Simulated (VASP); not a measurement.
Input of a VASP 6.6.1 run:

Contents of INCAR:

```
SYSTEM = Ba3SbP
  ALGO = Normal
  EDIFF = 1E-6
  ENCUT = 520
  GGA = PE
  ISIF = 2
  ISMEAR = -1
  LASPH = .True.
  LCHARG = .True.
  LELF = .True.
  LREAL = .False.
  LVHAR = .True.
  LWAVE = .False.
  NBANDS = 28
  NELM = 100
  PREC = Accurate
  SIGMA = 0.05
```

File KPOINTS:

```
k-points
0
Gamma
  5 5 5
  0 0 0
```

POSCAR

```
Ba3SbP
1.0
    6.1131770000      0.0000000000      0.0000000000
    0.0000000000      6.1131770000      0.0000000000
    0.0000000000      0.0000000000      6.1131770000
Ba Sb P
3 1 1
Direct
    0.5035290000      0.5058860000     -0.0037990000
    0.5033750000      0.0125300000      0.4976140000
    0.0079740000      0.5019610000      0.4997940000
   -0.0042760000     -0.0061000000     -0.0027160000
    0.5158870000      0.4975550000      0.5014720000
```

Potentials or basis: VASP PAW PBE potentials, release 64 (Ba_sv, Sb, P).

Command:

```console
$ cat potpaw_PBE.64/Ba_sv/POTCAR potpaw_PBE.64/Sb/POTCAR potpaw_PBE.64/P/POTCAR > POTCAR
$ mpirun -np 1 vasp_std > vasp.out
```

(1) Estimate the pressure.

(2) Estimate the largest force.

Answers

(1) -0.1 GPa.

(2) 0.537 eV/Å.

Caveat: the cell differs from its parent crystal (atoms moved at random).
